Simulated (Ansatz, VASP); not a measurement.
**One calculation of PbO2, two programs**

File INCAR:

```
SYSTEM = PbO2
PREC = Accurate
ENCUT = 520
EDIFF = 1E-8
ISMEAR = -1
SIGMA = 0.08
LREAL = .FALSE.
LASPH = .TRUE.
NELM = 100
ALGO = Normal
ISIF = 2
LWAVE = .FALSE.
LCHARG = .FALSE.
GGA = PE
LEFG = .TRUE.
NBANDS = 20
```

KPOINTS

```
Automatic mesh
0
G
  11 11 11
  0 0 0
```

File POSCAR:

```
PbO2
1.0
    0.0000000000      2.7038654325      2.7038654325
    2.7038654325      0.0000000000      2.7038654325
    2.7038654325      2.7038654325      0.0000000000
Pb O
1 2
Direct
    0.0000000000      0.0000000000      0.0000000000
    0.2500000000      0.2500000000      0.2500000000
    0.7500000000      0.7500000000      0.7500000000
```

Input for Ansatz:

```yaml
crystal:
  lattice:
    - [0.0, 2.7038654325, 2.7038654325]
    - [2.7038654325, 0.0, 2.7038654325]
    - [2.7038654325, 2.7038654325, 0.0]
  atoms:
    - { symbol: Pb, position: [0.0, 0.0, 0.0] }
    - { symbol: O, position: [0.25, 0.25, 0.25] }
    - { symbol: O, position: [0.75, 0.75, 0.75] }
kpoints:
  mp_grid: { grid: [11, 11, 11] }
  band_path:
    path:
      - [0.0, 0.0, 0.0]
      - [0.5, 0.0, 0.5]
      - [0.625, 0.25, 0.625]
      - [0.375, 0.375, 0.75]
      - [0.0, 0.0, 0.0]
      - [0.5, 0.5, 0.5]
      - [0.5, 0.25, 0.75]
      - [0.5, 0.0, 0.5]
    npoints: 8
scf:
  occupations: { method: fermi_dirac, width: 0.08 }
hamiltonian:
  xc: pbe
  pseudopotentials: { kind: paw }
output:
  forces: true
  stress: true
  eigenvalues: true
  efg: { contact_densities: true }
  populations: true
  bader: true
  dos: { projected: true, de: 0.2, e_range: [-14, 8] }
  write_density: true
  write_potential: true
  elf: true
  volumetric_format: npy
```

Alike in both runs: task electric field gradients; functional PBE; k mesh 11 × 11 × 11; occupations fermi-dirac, width 0.08 eV; no spin polarisation.

|  | VASP | Ansatz |
| --- | --- | --- |
| version | VASP 6.6.1 | Ansatz 0.2.0 |
| potentials or method | VASP PAW PBE potentials, release 64 (Pb_d, O) | PAW with Ansatz's default frozen-core files, scalar-relativistic |
| plane-wave cutoff (eV) | 520 | 420 |
| valence electrons in the cell | 26 | 26 |

Ansatz gave:

```
pressure (GPa) : 0.0
```

Question: Estimate VASP's values.

Answer: Pressure (GPa): 0.2.

Neither program's run includes spin-orbit coupling.
